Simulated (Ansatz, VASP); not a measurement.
# Two plane-wave programs on Ti

```xyz
1
Lattice="-1.6188 1.6188 1.6188 1.6188 -1.6188 1.6188 1.6188 1.6188 -1.6188" Properties=species:S:1:pos:R:3 pbc="T T T"
Ti    0.0000    0.0000    0.0000
```

Change from the starting cell: volume scaled by 0.96, PAW files.

Alike in both runs: task electric field gradients; functional PBE; k mesh 14 × 14 × 14; occupations fermi-dirac, width 0.05 eV; no spin polarisation.

```csv
,VASP,Ansatz
version,VASP 6.6.1,Ansatz 0.2.0
potentials or method,"VASP PAW PBE potentials, release 64 (Ti_sv)","PAW with Ansatz's default frozen-core files, scalar-relativistic"
plane-wave cutoff (eV),520,420
valence electrons in the cell,12,12
```

|  | VASP | Ansatz | Ansatz less VASP |
| --- | --- | --- | --- |
| pressure (GPa) | 1.6 | 1.9 | +0.28 |
